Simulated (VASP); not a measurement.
# Sb (R-3m) in VASP: further runs

Runs on Sb. Level: LDA. Tasks: electric field gradients.

Program: VASP 6.6.1. These are calculated values, not measurements. Logs are shortened: lines on timing, memory, paths and dates and some standing lists are left out, and cuts for length are marked.

### Step 1. The cell of the first run

The structure is trigonal, space group R-3m (No. 166). The conventional cell has a = 4.213 Å, b = 4.213 Å, c = 11.003 Å, α = 90.00°, β = 90.00°, γ = 120.00°. Within 3.7 Å of Sb (site symmetry 3m) lie 6 Sb at 2.84 to 3.28 Å.

### Step 2. Electric field gradients, LDA (28.19 Å³/atom)

The input, INCAR:

```
  PREC = Accurate
  ENCUT = 400
  EDIFF = 1E-8
  ISMEAR = -1
  SIGMA = 0.03
  LREAL = False
  LASPH = True
  NELM = 120
  ALGO = Normal
  ISIF = 2
  LWAVE = False
  LCHARG = False
  GGA = CA
  LEFG = True
  NBANDS = 22
  GGA_COMPAT = False
```

The input, KPOINTS:

```
regular mesh
0
Gamma
  12 12 12
```

The input, POSCAR:

```
Sb
1.0
    2.1066982106      1.2163027790      3.6675703910
   -2.1066982106      1.2163027790      3.6675703910
    0.0000000000     -2.4326055579      3.6675703910
Sb
2
Direct
    0.2336400000      0.2336400000      0.2336400000
    0.7663600000      0.7663600000      0.7663600000
```

Potentials or basis: VASP PAW LDA potentials, release 64 (Sb_d_GW).

The run is started by

```
$ cat potpaw_LDA.64/Sb_d_GW/POTCAR > POTCAR
$ mpirun -np 1 vasp_std > vasp.out
```

OUTCAR:

```text
PREC = Accurate
   ENCUT = 400
   EDIFF = 1E-8
   ISMEAR = -1
   LREAL = False
   LASPH = True
   NELM = 120
   ISIF = 2
   GGA = CA

 ion  position               nearest neighbor table
   1  0.234  0.234  0.234-   2 2.84   2 2.84   2 2.84   2 3.28   2 3.28   2 3.28
   2  0.766  0.766  0.766-   1 2.84   1 2.84   1 2.84   1 3.28   1 3.28   1 3.28

  LATTYP: Found a trigonal (rhomboedric) cell.
 ALAT       =     4.4009819783
 COS(alpha) =     0.5417151843

  Lattice vectors:

 A1 = (   2.1066982106,   1.2163027790,   3.6675703910)
 A2 = (  -2.1066982106,   1.2163027790,   3.6675703910)
 A3 = (   0.0000000000,  -2.4326055579,   3.6675703910)

Analysis of symmetry for initial positions (statically):
=====================================================================
 Subroutine PRICEL returns:
 Original cell was already a primitive cell.

 Routine SETGRP: Setting up the symmetry group for a
 trigonal (rhombohedral) supercell.

 Subroutine GETGRP returns: Found 12 space group operations
 (whereof 12 operations were pure point group operations)
 out of a pool of 12 trial point group operations.

The static configuration has the point symmetry D_3d.

Analysis of symmetry for dynamics (positions and initial velocities):
=====================================================================
 Subroutine PRICEL returns:
 Original cell was already a primitive cell.

 Routine SETGRP: Setting up the symmetry group for a
 trigonal (rhombohedral) supercell.

 Subroutine GETGRP returns: Found 12 space group operations
 (whereof 12 operations were pure point group operations)
 out of a pool of 12 trial point group operations.

The dynamic configuration has the point symmetry D_3d.

 Subroutine INISYM returns: Found 12 space group operations
 (whereof 12 operations are pure point group operations),
 and found     1 'primitive' translations

----------------------------------------------------------------------------------------

                                     Primitive cell

  volume of cell :      56.3863

  direct lattice vectors                    reciprocal lattice vectors
     2.106698211  1.216302779  3.667570391     0.237338218  0.137027284  0.090886690
[... 122 lines left out ...]
   NGX = 15   NGY = 15   NGZ = 15

 number of electron      29.9999987 magnetization

 Free energy of the ion-electron system (eV)
  ---------------------------------------------------
  ext. energy  EPLUGINS =         0.00000000
  ---------------------------------------------------
  free energy    TOTEN  =        -9.60863867 eV

  energy without entropy =       -9.60827770  energy(sigma->0) =       -9.60845818

 E-fermi :   5.9333     XC(G=0): -10.4727

 val. band max:        5.8146922117   @ k =   0.4167   0.3333   0.3333
 cond. band min:       5.9504741098   @ k =   0.5000   0.5000   0.5000
 fundamental gap:      0.1357818982
 Fermi energy:         5.9332979875

 k-point     1 :       0.0000    0.0000    0.0000
  band No.  band energies     occupation
      1     -23.5686      2.00000
      2     -23.5686      2.00000
      3     -23.4543      2.00000
      4     -23.4543      2.00000
      5     -23.4273      2.00000
      6     -23.3088      2.00000
[... 589 lines left out ...]
     21      13.8324      0.00000
     22      16.3313      0.00000

 [... further k-points ...]

------------------------ aborting loop because EDIFF is reached ----------------------------------------

  FORCE on cell =-STRESS in cart. coord.  units (eV):
  Direction    XX          YY          ZZ          XY          YZ          ZX
  --------------------------------------------------------------------------------------
  -------------------------------------------------------------------------------------
  Total        1.1994847      1.1994847      0.7509308      0.0000000      0.0000000      0.0000000
  in kB       34.0825081     34.0825080     21.3371680      0.0000000      0.0000000      0.0000000
  external PRESSURE =      29.8340614 kB  Pullay stress =       0.0000000 kB

 VOLUME and BASIS-vectors are now :
 -----------------------------------------------------------------------------
  energy-cutoff  :      400.00
  volume of cell :       56.39
      direct lattice vectors                 reciprocal lattice vectors
     2.106698211  1.216302779  3.667570391     0.237338218  0.137027284  0.090886690
    -2.106698211  1.216302779  3.667570391    -0.237338218  0.137027284  0.090886690
     0.000000000 -2.432605558  3.667570391     0.000000000 -0.274054569  0.090886690

 POSITION                                       TOTAL-FORCE (eV/Angst)
 -----------------------------------------------------------------------------------
      0.00000      0.00000      2.57067         0.000000      0.000000      0.415887
      0.00000      0.00000      8.43204         0.000000     -0.000000     -0.415887
 -----------------------------------------------------------------------------------
    total drift:                               -0.000000      0.000000      0.000000

  FREE ENERGIE OF THE ION-ELECTRON SYSTEM (eV)
  ---------------------------------------------------
  free  energy   TOTEN  =        -9.6086386722 eV

  energy  without entropy=       -9.6082776959  energy(sigma->0) =       -9.60845818

 Electric field gradients (V/A^2)
---------------------------------------------------------------------
 ion       V_xx      V_yy      V_zz      V_xy      V_xz      V_yz
---------------------------------------------------------------------
   1      22.764    22.764   -45.528    -0.000    -0.000    -0.000
   2      22.764    22.764   -45.528    -0.000    -0.000    -0.000
---------------------------------------------------------------------

 Electric field gradients after diagonalization (V/A^2)
 (convention: |V_zz| > |V_xx| > |V_yy|)
----------------------------------------------------------------------
 ion       V_xx      V_yy      V_zz     asymmetry (V_yy - V_xx)/ V_zz
----------------------------------------------------------------------
   1      22.764    22.764   -45.528       0.000
   2      22.764    22.764   -45.528       0.000
----------------------------------------------------------------------

           NMR quadrupolar parameters

 Cq : quadrupolar parameter    Cq=e*Q*V_zz/h
 eta: asymmetry parameters     (V_yy - V_xx)/ V_zz
 Q  : nuclear electric quadrupole moment in mb (millibarn)
----------------------------------------------------------------------
 ion       Cq(MHz)       eta       Q (mb)
----------------------------------------------------------------------
   1      -0.110       0.000       1.000
   2      -0.110       0.000       1.000
----------------------------------------------------------------------
```

stdout:

```text
POSCAR found type information on POSCAR Sb
 POSCAR found :  1 types and       2 ions
 scaLAPACK will be used
 LDA part: xc-table for (Slater(with rela. corr.)+CA(PZ))
 , standard interpolation
 POSCAR, INCAR and KPOINTS ok, starting setup
 FFT: planning ... GRIDC
 FFT: planning ... GRID_SOFT
 FFT: planning ... GRID
 WAVECAR not read
 entering main loop
ion   1

ion   2
```

It took 2.8 min on 1 thread of Intel Xeon Platinum 8259CL at 2.50GHz (Skylake/Cascade Lake), shared host; peak memory 0.27 GiB.

Results:

* Free energy: -9.6086 eV
* Pressure: 3.0 GPa
* Largest force: 0.416 eV/Å
* Band gap on the k mesh: zero (bands 15 and 16 overlap by 0.38 eV)
* Largest electric field gradient by atom: Sb -45.5 V/Å²

Forces in eV/Å, atoms in the order of the input:
```
Sb   0.000  0.000  0.416
Sb   0.000  0.000 -0.416
```

Electric field gradients, principal values (V/Å²):
```
atom   least  middle  greatest (by size)
1 Sb  22.764  22.764             -45.528
2 Sb  22.764  22.764             -45.528
```

Caveat: without QUAD_EFG the Cq values of the log hold for a quadrupole moment of 1 mb, not for the nuclei; spin-orbit coupling is left out, which moves the levels of the heavy elements.

### Step 3. Electric field gradients, LDA (zz strain of +2 %)

The input, INCAR:

```
SYSTEM = Sb
ALGO = Normal
EDIFF = 1E-8
ENCUT = 400
GGA_COMPAT = .FALSE.
ISIF = 2
ISMEAR = -1
LASPH = .TRUE.
LCHARG = .FALSE.
LEFG = .TRUE.
LREAL = .FALSE.
LWAVE = .FALSE.
NBANDS = 22
NELM = 120
PREC = Accurate
SIGMA = 0.03
```

The input, KPOINTS:

```
k-points
0
G
  12 12 12
  0 0 0
```

The input, POSCAR:

```
Sb
1.0
    2.1506003320      1.2416496806      3.8188800000
   -2.1506003320      1.2416496806      3.8188800000
    0.0000000000     -2.4832993611      3.8188800000
Sb
2
Direct
    0.2336400000      0.2336400000      0.2336400000
    0.7663600000      0.7663600000      0.7663600000
```

Potentials or basis: VASP PAW LDA potentials, release 64 (Sb_d_GW).

The run is started by

```
$ cat potpaw_LDA.64/Sb_d_GW/POTCAR > POTCAR
$ mpirun -np 1 vasp_std > vasp.out
```

OUTCAR:

```text
SYSTEM = Sb
   EDIFF = 1E-8
   ENCUT = 400
   ISIF = 2
   ISMEAR = -1
   LASPH = .TRUE.
   LREAL = .FALSE.
   NELM = 120
   PREC = Accurate

 ion  position               nearest neighbor table
   1  0.234  0.234  0.234-   2 2.92   2 2.92   2 2.92   2 3.37   2 3.37   2 3.37
   2  0.766  0.766  0.766-   1 2.92   1 2.92   1 2.92   1 3.37   1 3.37   1 3.37

  LATTYP: Found a trigonal (rhomboedric) cell.
 ALAT       =     4.5552848618
 COS(alpha) =     0.5542223076

  Lattice vectors:

 A1 = (   2.1506003320,   1.2416496806,   3.8188800000)
 A2 = (  -2.1506003320,   1.2416496806,   3.8188800000)
 A3 = (   0.0000000000,  -2.4832993611,   3.8188800000)

Analysis of symmetry for initial positions (statically):
=====================================================================
 Subroutine PRICEL returns:
 Original cell was already a primitive cell.

 Routine SETGRP: Setting up the symmetry group for a
 trigonal (rhombohedral) supercell.

[... 788 lines left out ...]
  volume of cell :       61.19
      direct lattice vectors                 reciprocal lattice vectors
     2.150600332  1.241649681  3.818880000     0.232493222  0.134230024  0.087285627
    -2.150600332  1.241649681  3.818880000    -0.232493222  0.134230024  0.087285627
     0.000000000 -2.483299361  3.818880000     0.000000000 -0.268460048  0.087285627

 POSITION                                       TOTAL-FORCE (eV/Angst)
 -----------------------------------------------------------------------------------
      0.00000      0.00000      2.67673         0.000000     -0.000000     -0.056120
      0.00000      0.00000      8.77991         0.000000      0.000000      0.056120
 -----------------------------------------------------------------------------------
    total drift:                               -0.000000      0.000000      0.000000

  FREE ENERGIE OF THE ION-ELECTRON SYSTEM (eV)
  ---------------------------------------------------
  free  energy   TOTEN  =        -9.6224849703 eV

  energy  without entropy=       -9.6219853176  energy(sigma->0) =       -9.62223514

 Electric field gradients (V/A^2)
---------------------------------------------------------------------
 ion       V_xx      V_yy      V_zz      V_xy      V_xz      V_yz
---------------------------------------------------------------------
   1      19.784    19.784   -39.569    -0.000    -0.000    -0.000
   2      19.784    19.784   -39.569    -0.000    -0.000    -0.000
---------------------------------------------------------------------

 Electric field gradients after diagonalization (V/A^2)
 (convention: |V_zz| > |V_xx| > |V_yy|)
----------------------------------------------------------------------
 ion       V_xx      V_yy      V_zz     asymmetry (V_yy - V_xx)/ V_zz
----------------------------------------------------------------------
   1      19.784    19.784   -39.569       0.000
   2      19.784    19.784   -39.569       0.000
----------------------------------------------------------------------

           NMR quadrupolar parameters

 Cq : quadrupolar parameter    Cq=e*Q*V_zz/h
 eta: asymmetry parameters     (V_yy - V_xx)/ V_zz
 Q  : nuclear electric quadrupole moment in mb (millibarn)
----------------------------------------------------------------------
 ion       Cq(MHz)       eta       Q (mb)
----------------------------------------------------------------------
   1      -0.096       0.000       1.000
   2      -0.096       0.000       1.000
----------------------------------------------------------------------
```

OSZICAR:

```text
N       E                     dE             d eps       ncg     rms          rms(c)
DAV:   1     0.221799458396E+03    0.22180E+03   -0.83246E+03 11738   0.114E+04
DAV:   2     0.198588047897E+02   -0.20194E+03   -0.19447E+03 16416   0.133E+03
DAV:   3    -0.856792461628E+01   -0.28427E+02   -0.28293E+02 16280   0.219E+02
DAV:   4    -0.960525597705E+01   -0.10373E+01   -0.10369E+01 13828   0.304E+01
DAV:   5    -0.964614978893E+01   -0.40894E-01   -0.40890E-01 13638   0.847E+00    0.356E+00
DAV:   6    -0.963139612303E+01    0.14754E-01   -0.33727E-02 16554   0.537E+00    0.218E+00
DAV:   7    -0.962248370935E+01    0.89124E-02   -0.10094E-02 15534   0.417E+00    0.655E-02
DAV:   8    -0.962247417973E+01    0.95296E-05   -0.82068E-04 14864   0.123E+00    0.428E-02
DAV:   9    -0.962248405323E+01   -0.98735E-05   -0.25891E-05 14336   0.253E-01    0.129E-02
DAV:  10    -0.962248488080E+01   -0.82757E-06   -0.35167E-06 14008   0.903E-02    0.149E-03
DAV:  11    -0.962248497065E+01   -0.89844E-07   -0.36801E-07 12966   0.190E-02    0.922E-04
DAV:  12    -0.962248497032E+01    0.32469E-09   -0.88496E-09  7352   0.360E-03
   1 F= -.96224850E+01 E0= -.96222351E+01  d E =-.499653E-03
```

stdout:

```text
POSCAR found type information on POSCAR Sb
 POSCAR found :  1 types and       2 ions
 scaLAPACK will be used
 LDA part: xc-table for (Slater(with rela. corr.)+CA(PZ))
 , standard interpolation
 POSCAR, INCAR and KPOINTS ok, starting setup
 FFT: planning ... GRIDC
 FFT: planning ... GRID_SOFT
 FFT: planning ... GRID
 WAVECAR not read
 entering main loop
ion   1

ion   2
```

Run time: 1.7 min. Hardware: 1 thread of Intel Xeon Platinum 8559C (Emerald Rapids), shared host; peak memory 0.28 GiB.

Results:

```yaml
Free_energy: -9.6225 eV
Pressure: -2.0 GPa
Largest_force: 0.056 eV/Å
Band_gap_on_the_k_mesh: zero (bands 15 and 16 overlap by 0.25 eV)
Largest_electric_field_gradient_by_atom: Sb -39.6 V/Å²
```

Forces on the atoms (eV/Å):
```
Sb   0.000  0.000 -0.056
Sb   0.000  0.000  0.056
```

Electric field gradients, principal values (V/Å²):
```tsv
atom	least	middle	greatest (by size)
1 Sb	19.784	19.784	-39.569
2 Sb	19.784	19.784	-39.569
```

Caveat: the cell differs from its parent crystal (zz strain of +2 %); without QUAD_EFG the Cq values of the log hold for a quadrupole moment of 1 mb, not for the nuclei; spin-orbit coupling is left out, which moves the levels of the heavy elements.

(Part 1 of 2 ends here.)

The gap in the log of VASP goes by the Fermi energy; the results here count the filled bands.